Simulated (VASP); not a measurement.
# Co (Fd-3m) in VASP: further runs

Runs on Co. Level: RPBE. Tasks: single point, relaxation of cell and atoms.

Program: VASP 6.6.1. These are calculated values, not measurements. Logs are shortened: lines on timing, memory, paths and dates and some standing lists are left out, and cuts for length are marked.

### 1 The cell of the first run

Symmetry: Fd-3m, No. 227, cubic system. The conventional cell has a = 4.973 Å, b = 4.973 Å, c = 4.973 Å, α = 90.00°, β = 90.00°, γ = 90.00°. Within 2.8 Å of Co (site symmetry -43m) lie 4 Co at 2.15 Å.

### 2 Single point, RPBE

INCAR

```
PREC = Accurate
ENCUT = 520
EDIFF = 1E-6
ISMEAR = -1
SIGMA = 0.1
LREAL = False
LASPH = True
NELM = 80
ALGO = Normal
ISIF = 2
LWAVE = False
LCHARG = True
GGA = RP
LELF = True
LVHAR = True
NBANDS = 16
```

KPOINTS

```
regular mesh
0
Gamma
  12 12 12
```

POSCAR

```
Co
1.0
    0.0000000000      2.4863675403      2.4863675403
    2.4863675403      0.0000000000      2.4863675403
    2.4863675403      2.4863675403      0.0000000000
Co
2
Direct
    0.1250000000      0.1250000000      0.1250000000
    0.8750000000      0.8750000000      0.8750000000
```

Potentials or basis: VASP PAW PBE potentials, release 64 (Co).

The run is started by

```bash
$ cat potpaw_PBE.64/Co/POTCAR > POTCAR
$ mpirun -np 1 vasp_std > vasp.out
```

OUTCAR:

```text
PREC = Accurate
   ENCUT = 520
   EDIFF = 1E-6
   ISMEAR = -1
   LREAL = False
   LASPH = True
   NELM = 80
   ISIF = 2
   GGA = RP

 ion  position               nearest neighbor table
   1  0.125  0.125  0.125-   2 2.15   2 2.15   2 2.15   2 2.15
   2  0.875  0.875  0.875-   1 2.15   1 2.15   1 2.15   1 2.15

  LATTYP: Found a face centered cubic cell.
 ALAT       =     4.9727350806

  Lattice vectors:

 A1 = (   0.0000000000,   2.4863675403,   2.4863675403)
 A2 = (   2.4863675403,   0.0000000000,   2.4863675403)
 A3 = (   2.4863675403,   2.4863675403,   0.0000000000)

Analysis of symmetry for initial positions (statically):
=====================================================================
 Subroutine PRICEL returns:
 Original cell was already a primitive cell.

 Routine SETGRP: Setting up the symmetry group for a
 face centered cubic supercell.

 Subroutine GETGRP returns: Found 48 space group operations
 (whereof 12 operations were pure point group operations)
 out of a pool of 48 trial point group operations.

The static configuration has the point symmetry D_3d.
 The point group associated with its full space group is O_h .

Analysis of symmetry for dynamics (positions and initial velocities):
=====================================================================
 Subroutine PRICEL returns:
 Original cell was already a primitive cell.

 Routine SETGRP: Setting up the symmetry group for a
 face centered cubic supercell.

 Subroutine GETGRP returns: Found 48 space group operations
 (whereof 12 operations were pure point group operations)
 out of a pool of 48 trial point group operations.

The dynamic configuration has the point symmetry D_3d.
 The point group associated with its full space group is O_h .

 Subroutine INISYM returns: Found 48 space group operations
 (whereof 12 operations are pure point group operations),
 and found     1 'primitive' translations

----------------------------------------------------------------------------------------

                                     Primitive cell

  volume of cell :      30.7416

  direct lattice vectors                    reciprocal lattice vectors
     0.000000000  2.486367540  2.486367540    -0.201096576  0.201096576  0.201096576
     2.486367540  0.000000000  2.486367540     0.201096576 -0.201096576  0.201096576
     2.486367540  2.486367540  0.000000000     0.201096576  0.201096576 -0.201096576

  length of vectors
     3.516254697  3.516254697  3.516254697     0.348309488  0.348309488  0.348309488

  position of ions in fractional coordinates (direct lattice)
     0.125000000  0.125000000  0.125000000
     0.875000000  0.875000000  0.875000000

  ion indices of the primitive-cell ions
   primitive index   ion index
                 1           1
                 2           2

----------------------------------------------------------------------------------------

 KPOINTS: regular mesh

Automatic generation of k-mesh.
 Grid dimensions read from file:
 generate k-points for:   12   12   12

 Generating k-lattice:

  Cartesian coordinates                     Fractional coordinates (reciprocal lattice)
    -0.016758048  0.016758048  0.016758048     0.083333333  0.000000000  0.000000000
     0.016758048 -0.016758048  0.016758048     0.000000000  0.083333333  0.000000000
     0.016758048  0.016758048 -0.016758048     0.000000000  0.000000000  0.083333333

  Length of vectors
     0.029025791  0.029025791  0.029025791

  Shift w.r.t. Gamma in fractional coordinates (k-lattice)
     0.000000000  0.000000000  0.000000000

 Subroutine IBZKPT returns following result:
 ===========================================

 Found     72 irreducible k-points:

 Following reciprocal coordinates:
            Coordinates               Weight
  0.000000  0.000000  0.000000      1.000000
  0.083333  0.000000  0.000000      8.000000
  0.166667  0.000000  0.000000      8.000000
  0.250000  0.000000  0.000000      8.000000
  0.333333  0.000000  0.000000      8.000000
  0.416667  0.000000  0.000000      8.000000
[... 16 lines left out ...]
  0.500000  0.166667  0.000000     24.000000
 -0.416667  0.166667  0.000000     24.000000
 [... further k-points ...]
   k-points           NKPTS =     72   k-points in BZ     NKDIM =     72   number of bands    NBANDS=     16
   number of dos      NEDOS =    301   number of ions     NIONS =      2
   total plane-waves  NPLWV =  21952
   dimension x,y,z NGX =    28 NGY =   28 NGZ =   28
   dimension x,y,z NGXF=    56 NGYF=   56 NGZF=   56
   ions per type =               2
   NGX,Y,Z   is equivalent  to a cutoff of  13.24, 13.24, 13.24 a.u.
   NGXF,Y,Z  is equivalent  to a cutoff of  26.48, 26.48, 26.48 a.u.
 SYSTEM =  unknown system
   PREC   = accura    normal or accurate (medium, high low for compatibility)
   ISTART =      0    job   : 0-new  1-cont  2-samecut
   ICHARG =      2    charge: 1-file 2-atom 10-const
   ISPIN  =      1    spin polarized calculation?
   LNONCOLLINEAR =      F non collinear calculations
   LSORBIT =      F    spin-orbit coupling
   LASPH  =      T    aspherical Exc in radial PAW
   ENCUT  =  520.0 eV  38.22 Ry    6.18 a.u.   6.54  6.54  6.54*2*pi/ulx,y,z
   NELM   =     80;   NELMIN=  2; NELMDL= -5     # of ELM steps
   EDIFF  = 0.1E-05   stopping-criterion for ELM
   LREAL  =      F    real-space projection
   EDIFFG = 0.1E-04   stopping-criterion for IOM
   NSW    =      0    number of steps for IOM
   IBRION =     -1    ionic relax: 0-MD 1-quasi-New 2-CG
   NFREE  =      0    steps in history (QN), initial steepest desc. (CG)
   ISIF   =      2    stress and relaxation
   ISYM   =      2    0-nonsym 1-usesym 2-fastsym
   POTIM  = 0.5000    time-step for ionic-motion
   TEBEG  =    0.0;   TEEND  =   0.0 temperature during run
   PSTRESS=    0.0 pullay stress
   NELECT =      18.0000    total number of electrons
   NUPDOWN=      -1.0000    fix difference up-down
   EMIN   =  10.00;   EMAX   =-10.00  energy-range for DOS
   EFERMI =   0.00;   METHOD = LEGACY
   ISMEAR =    -1;   SIGMA  =   0.10  broadening in eV -4-tet -1-fermi 0-gaus
   EFERMI_NEDOS =   21; number of points for ismear=-14 and -15
   IALGO  =     38    algorithm
   IMIX   =      4    mixing-type and parameters
     AMIX     =   0.40;   BMIX     =  1.00
     AMIX_MAG =   1.60;   BMIX_MAG =  1.00
  volume/ion in A,a.u.               =      15.37       103.73
  Fermi-wavevector in a.u.,A,eV,Ry     =   1.369589  2.588148 25.521465  1.875775
  Thomas-Fermi vector in A             =   2.495451
   LORBIT       =      0    0 simple, 1 ext, 2 COOP (PROOUT), +10 PAW based schemes
   GGA     = RP    functional components
   LHFCALC =     F    Hartree Fock is set to
   AEXX    =    0.0000 exact exchange contribution
   IVDW    =     0    specifies the selected vdW correction
   LEPSILON=     F    determine dielectric tensor
   LRPA    =     F    only Hartree local field effects (RPA)
 non-spin polarized calculation
  energy-cutoff  :      520.00
  volume of cell :       30.74
 maximum number of plane-waves:       869
 NGX is ok and might be reduce to    28
   NGX = 13   NGY = 13   NGZ = 13

 number of electron      18.0000007 magnetization

 Free energy of the ion-electron system (eV)
  ---------------------------------------------------
  ext. energy  EPLUGINS =         0.00000000
  ---------------------------------------------------
  free energy    TOTEN  =       -10.44262082 eV

  energy without entropy =      -10.29196136  energy(sigma->0) =      -10.36729109

 E-fermi :   6.0885     XC(G=0): -11.0601

 val. band max:        6.0785945908   @ k =   0.3333   0.1667   0.0833
 cond. band min:       6.1033667657   @ k =  -0.1667   0.1667   0.0000
 fundamental gap:      0.0247721749
 Fermi energy:         6.0884956814

 k-point     1 :       0.0000    0.0000    0.0000
  band No.  band energies     occupation
      1      -0.5955      2.00000
      2       3.2242      2.00000
      3       3.2242      2.00000
      4       3.3592      2.00000
      5       3.3592      2.00000
      6       3.3592      2.00000
[... 8 lines left out ...]
     15      19.4050      0.00000
     16      19.4050      0.00000

 k-point     2 :       0.0833    0.0000    0.0000
  band No.  band energies     occupation
      1      -0.4617      2.00000
      2       3.1395      2.00000
      3       3.1395      2.00000
      4       3.3660      2.00000
      5       3.4745      2.00000
      6       3.4745      2.00000
[... 8 lines left out ...]
     15      20.1807      0.00000
     16      20.3995      0.00000

 k-point     3 :       0.1667    0.0000    0.0000
  band No.  band energies     occupation
      1      -0.0685      2.00000
      2       3.0634      2.00000
      3       3.0634      2.00000
      4       3.3927      2.00000
      5       3.6213      2.00000
      6       3.6213      2.00000
[... 8 lines left out ...]
     15      19.7496      0.00000
     16      21.3300      0.00000

 k-point     4 :       0.2500    0.0000    0.0000
  band No.  band energies     occupation
      1       0.5545      2.00000
      2       3.0493      2.00000
      3       3.0493      2.00000
      4       3.4503      2.00000
      5       3.6926      2.00000
      6       3.6926      2.00000
[... 8 lines left out ...]
     15      19.2388      0.00000
     16      20.7767      0.00000
[... 324 lines left out ...]
 k-point    22 :       0.4167    0.1667    0.0000
  band No.  band energies     occupation
      1       1.9827      2.00000
      2       2.7484      2.00000
      3       3.3931      2.00000
      4       3.4156      2.00000
      5       3.6319      2.00000
      6       3.9250      2.00000
[... 8 lines left out ...]
     15      17.1313      0.00000
     16      21.4139      0.00000

 k-point    23 :       0.5000    0.1667    0.0000
  band No.  band energies     occupation
      1       2.6097      2.00000
      2       2.7742      2.00000
      3       3.2956      2.00000
      4       3.3405      2.00000
      5       3.7100      2.00000
      6       3.8515      2.00000
[... 8 lines left out ...]
     15      17.1758      0.00000
     16      21.8078      0.00000

 k-point    24 :      -0.4167    0.1667    0.0000
  band No.  band energies     occupation
      1       2.6288      2.00000
      2       2.9878      2.00000
      3       3.1451      2.00000
      4       3.2965      2.00000
      5       3.7386      2.00000
      6       3.8447      2.00000
[... 8 lines left out ...]
     15      17.3888      0.00000
     16      21.3254      0.00000

 [... further k-points ...]

------------------------ aborting loop because EDIFF is reached ----------------------------------------

  FORCE on cell =-STRESS in cart. coord.  units (eV):
  Direction    XX          YY          ZZ          XY          YZ          ZX
  --------------------------------------------------------------------------------------
  -------------------------------------------------------------------------------------
  Total       -0.1385538     -0.1385538     -0.1385538     -0.0000000     -0.0000000     -0.0000000
  in kB       -7.2210970     -7.2210970     -7.2210970     -0.0000000     -0.0000000     -0.0000000
  external PRESSURE =      -7.2210970 kB  Pullay stress =       0.0000000 kB

 VOLUME and BASIS-vectors are now :
 -----------------------------------------------------------------------------
  energy-cutoff  :      520.00
  volume of cell :       30.74
      direct lattice vectors                 reciprocal lattice vectors
     0.000000000  2.486367540  2.486367540    -0.201096576  0.201096576  0.201096576
     2.486367540  0.000000000  2.486367540     0.201096576 -0.201096576  0.201096576
     2.486367540  2.486367540  0.000000000     0.201096576  0.201096576 -0.201096576

 POSITION                                       TOTAL-FORCE (eV/Angst)
 -----------------------------------------------------------------------------------
      0.62159      0.62159      0.62159        -0.000000     -0.000000      0.000000
      4.35114      4.35114      4.35114         0.000000      0.000000     -0.000000
 -----------------------------------------------------------------------------------
    total drift:                                0.000000      0.000000     -0.000000

  FREE ENERGIE OF THE ION-ELECTRON SYSTEM (eV)
  ---------------------------------------------------
  free  energy   TOTEN  =       -10.4426208248 eV

  energy  without entropy=      -10.2919613570  energy(sigma->0) =      -10.36729109
```

Wall time 64 s (1 thread of AMD EPYC 7R13, shared host); peak memory 0.14 GiB.

What came out:

* Free energy: -10.4426 eV
* Pressure: -0.7 GPa
* Band gap on the k mesh: zero (band 9 reaches 6.54 eV, above the bottom of band 10 at 5.84 eV)

Levels at points of the mesh, in eV from the Fermi level:
```
           k point  band 6  band 7  band 8  band 9  band 10  band 11  band 12  band 13
(0.00, 0.00, 0.00)   -2.73   -0.98   -0.98   -0.98     0.27     0.27    12.98    12.98
(0.50, 0.00, 0.00)   -2.73   -1.41   -0.56   -0.56     0.09     0.09     1.43     9.53
(0.50, 0.50, 0.00)   -1.94   -1.25   -1.25    0.25     0.25     1.82     1.82     4.85
```

Caveat: the PAW data sets were made with another functional, which shifts forces and pressure a little; the run has no spin polarisation, though such a crystal can be magnetic. Spin polarisation is off, so any magnetic state and its effect on volume and gap are missing.

### 3 Single point, RPBE (volume scaled by 1.12)

Edit INCAR of step 2 so:

```diff
@@ -11,6 +11,4 @@
 LWAVE = False
-LCHARG = True
+LCHARG = False
 GGA = RP
-LELF = True
-LVHAR = True
 NBANDS = 16
```

KPOINTS

```
Automatic mesh
0
Gamma
  12 12 12
```

POSCAR

```
Co
1.0
    0.0000000000      2.5820897576      2.5820897576
    2.5820897576      0.0000000000      2.5820897576
    2.5820897576      2.5820897576      0.0000000000
Co
2
Direct
    0.1250000000      0.1250000000      0.1250000000
    0.8750000000      0.8750000000      0.8750000000
```

Potentials or basis: VASP PAW PBE potentials, release 64 (Co).

The run is started by

```bash
$ cat potpaw_PBE.64/Co/POTCAR > POTCAR
$ mpirun -np 1 vasp_std > vasp.out
```

OUTCAR:

```text
PREC = Accurate
   ENCUT = 520
   EDIFF = 1E-6
   ISMEAR = -1
   LREAL = False
   LASPH = True
   NELM = 80
   ISIF = 2
   GGA = RP

 ion  position               nearest neighbor table
   1  0.125  0.125  0.125-   2 2.24   2 2.24   2 2.24   2 2.24
   2  0.875  0.875  0.875-   1 2.24   1 2.24   1 2.24   1 2.24

  LATTYP: Found a face centered cubic cell.
 ALAT       =     5.1641795152

  Lattice vectors:

 A1 = (   0.0000000000,   2.5820897576,   2.5820897576)
[... 642 lines left out ...]

------------------------ aborting loop because EDIFF is reached ----------------------------------------

  FORCE on cell =-STRESS in cart. coord.  units (eV):
  Direction    XX          YY          ZZ          XY          YZ          ZX
  --------------------------------------------------------------------------------------
  -------------------------------------------------------------------------------------
  Total       -2.2259533     -2.2259533     -2.2259533      0.0000000     -0.0000000      0.0000000
  in kB     -103.5816040   -103.5816040   -103.5816040      0.0000000     -0.0000000      0.0000000
  external PRESSURE =    -103.5816040 kB  Pullay stress =       0.0000000 kB

 VOLUME and BASIS-vectors are now :
 -----------------------------------------------------------------------------
  energy-cutoff  :      520.00
  volume of cell :       34.43
      direct lattice vectors                 reciprocal lattice vectors
     0.000000000  2.582089758  2.582089758    -0.193641603  0.193641603  0.193641603
     2.582089758  0.000000000  2.582089758     0.193641603 -0.193641603  0.193641603
     2.582089758  2.582089758  0.000000000     0.193641603  0.193641603 -0.193641603

 POSITION                                       TOTAL-FORCE (eV/Angst)
 -----------------------------------------------------------------------------------
      0.64552      0.64552      0.64552         0.000000     -0.000000      0.000000
      4.51866      4.51866      4.51866        -0.000000      0.000000     -0.000000
 -----------------------------------------------------------------------------------
    total drift:                                0.000000      0.000000     -0.000000

  FREE ENERGIE OF THE ION-ELECTRON SYSTEM (eV)
  ---------------------------------------------------
  free  energy   TOTEN  =       -10.3019922602 eV

  energy  without entropy=      -10.1246179568  energy(sigma->0) =      -10.21330511
```

Run time: 53 s. Hardware: 1 thread of AMD EPYC 7R13, shared host; peak memory 0.14 GiB.

Results:

```
Free energy            : -10.3020 eV
Pressure               : -10.4 GPa
Band gap on the k mesh : zero (band 9 reaches 5.29 eV, above the bottom of band 10 at 4.70 eV)
```

Caveat: the PAW data sets were made with another functional, which shifts forces and pressure a little; the run has no spin polarisation, though such a crystal can be magnetic.

(Continued in part 2 of 4.)
